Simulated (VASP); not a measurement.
Set up this calculation in VASP 6.6.1, as the native input.

* Task: electric field gradients
* Functional: LDA
* Potentials or basis: VASP PAW LDA potentials, release 64 (Cs_sv)
* Cutoff: 520 eV
* k mesh: 9 × 9 × 9
* Occupations: fermi-dirac, width 0.05 eV
* Spin: no spin polarisation
* Dipole correction: no
* Further INCAR settings: ALGO = Normal; EDIFF = 1e-08; NBANDS = 10

The structure of Cs lies in POSCAR:

```
Cs
1.0
   -2.9922750000      3.0225000000      3.0225000000
    3.0225000000     -2.9922750000      3.0225000000
    3.0225000000      3.0225000000     -2.9922750000
Cs
1
Direct
    0.0000000000      0.0000000000      0.0000000000
```

This cell differs from its parent crystal: equal xy, yz and zx shear strains of +1 %.

The input as run:

INCAR

```
SYSTEM = Cs
PREC = Accurate ; ENCUT = 520
EDIFF = 1E-8 ; ISMEAR = -1
SIGMA = 0.05 ; LREAL = .False.
LASPH = .True. ; NELM = 100
ALGO = Normal ; ISIF = 2
LWAVE = .False. ; LCHARG = .False.
LEFG = .True. ; NBANDS = 10
```

KPOINTS

```
Automatic mesh
0
Gamma
  9 9 9
  0 0 0
```

Potentials or basis: VASP PAW LDA potentials, release 64 (Cs_sv).

The run is started by

```bash
$ cat potpaw_LDA.64/Cs_sv/POTCAR > POTCAR
$ mpirun -np 1 vasp_std > vasp.out
```

Results of the run:

The pressure is -0.3 GPa.

Caveat: the cell differs from its parent crystal (equal xy, yz and zx shear strains of +1 %); without QUAD_EFG the Cq values of the log hold for a quadrupole moment of 1 mb, not for the nuclei.

Run time: 82 s on 1 thread of Intel(R) Xeon(R) Platinum 8488C (Sapphire Rapids) (shared host), peak memory 0.24 GiB.
